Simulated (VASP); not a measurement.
## AgI: relaxation of cell and atoms with LDA

Crystal: AgI.

```
Ag I
1.0
     4.59000    0.00000    0.00000
    -2.29500    3.97506    0.00000
     0.00000    0.00000    7.52000
Ag I
2 2
Direct
  0.66667 0.33333 0.63000
  0.33333 0.66667 0.13000
  0.66667 0.33333 0.00000
  0.33333 0.66667 0.50000
```

```yaml
Program: VASP 6.6.1
Task: relaxation of cell and atoms
Functional: LDA
Potentials_or_basis: VASP PAW LDA potentials, release 64 (Ag, I)
Cutoff: 500 eV
k_mesh: 8 × 8 × 4
Occupations: fermi-dirac, width 0.05 eV
Spin: no spin polarisation
Dipole_correction: no
Further_INCAR_settings: ALGO = Normal; EDIFF = 1e-07; IBRION = 2; EDIFFG = -0.002; NSW = 100; ISIF = 3
```

The relaxed volume is 31.97 Å³/atom, the relaxed cell is a = 4.485 Å, b = 4.485 Å, c = 7.342 Å, α = 90.00°, β = 90.00°, γ = 120.00° and the space group after relaxing (to 0.1 Å) is P6_3mc (No. 186). The energy gained by relaxing is 19.4 meV/atom, the ionic steps are 21 and the pressure after relaxing is 0.0 GPa. The band gap on the k mesh is 1.13 eV.

The path:
| step | energy change (eV) | largest force (eV/Å) | pressure (GPa) | volume (Å³) |
| --- | --- | --- | --- | --- |
| 1 | 0.0000 | 0.0770 | -2.39 | 137.21 |
| 2 | -0.0764 | 0.0508 | 0.18 | 127.31 |
| 3 | -0.0766 | 0.0530 | 0.01 | 127.78 |
| 4 | -0.0766 | 0.0521 | 0.09 | 127.60 |
| 5 | -0.0771 | 0.0167 | 0.07 | 127.62 |
| 6 | -0.0771 | 0.0118 | 0.07 | 127.62 |
| 7 | -0.0773 | 0.0121 | -0.02 | 127.89 |
| 8 | -0.0773 | 0.0122 | -0.02 | 127.95 |
| 9 | -0.0773 | 0.0123 | -0.05 | 128.06 |
| 10 | -0.0773 | 0.0128 | -0.07 | 128.07 |
| 11 | -0.0775 | 0.0140 | -0.07 | 128.08 |
| 12 | -0.0776 | 0.0060 | 0.02 | 127.82 |
| 13 | -0.0776 | 0.0058 | 0.02 | 127.82 |
| 14 | -0.0776 | 0.0026 | 0.01 | 127.85 |
| 15 | -0.0776 | 0.0005 | 0.00 | 127.87 |
| 16 | -0.0776 | 0.0007 | -0.01 | 127.89 |
| 17 | -0.0776 | 0.0011 | -0.02 | 127.94 |
| 18 | -0.0776 | 0.0015 | -0.01 | 127.90 |
| 19 | -0.0776 | 0.0020 | 0.00 | 127.84 |
| 20 | -0.0776 | 0.0018 | 0.01 | 127.86 |
| 21 | -0.0776 | 0.0016 | 0.00 | 127.88 |

Final structure:
```xyz
4
Lattice="4.4848 0.0000 0.0000 -2.2424 3.8839 0.0000 0.0000 0.0000 7.3416" Properties=species:S:1:pos:R:3 pbc="T T T"
Ag    2.2424    1.2946    4.6089
Ag    0.0000    2.5893    0.9381
I     2.2424    1.2946    0.0163
I     0.0000    2.5893    3.6871
```

Levels at points of the mesh, in eV from the valence-band top:
```csv
k point,band 15,band 16,band 17,band 18,band 19,band 20,band 21,band 22
"(0.00, 0.00, 0.00)",-0.83,-0.09,0.00,0.00,1.13,2.41,5.51,5.51
"(0.50, 0.00, 0.00)",-2.53,-2.06,-1.23,-0.83,3.19,3.33,4.53,5.84
"(0.00, 0.00, 0.50)",-0.43,-0.43,-0.43,-0.43,2.48,2.48,5.45,5.45
"(0.50, 0.00, 0.50)",-1.44,-1.44,-1.43,-1.43,3.00,3.00,4.64,4.64
```

It took 12 min on 1 thread of Intel(R) Xeon(R) Platinum 8259CL CPU @ 2.50GHz (Skylake/Cascade Lake), with other jobs on the host, peak memory 0.27 GiB.

Caveat: spin-orbit coupling is left out, which moves the levels of the heavy elements. LDA usually gives volumes a few per cent too small.
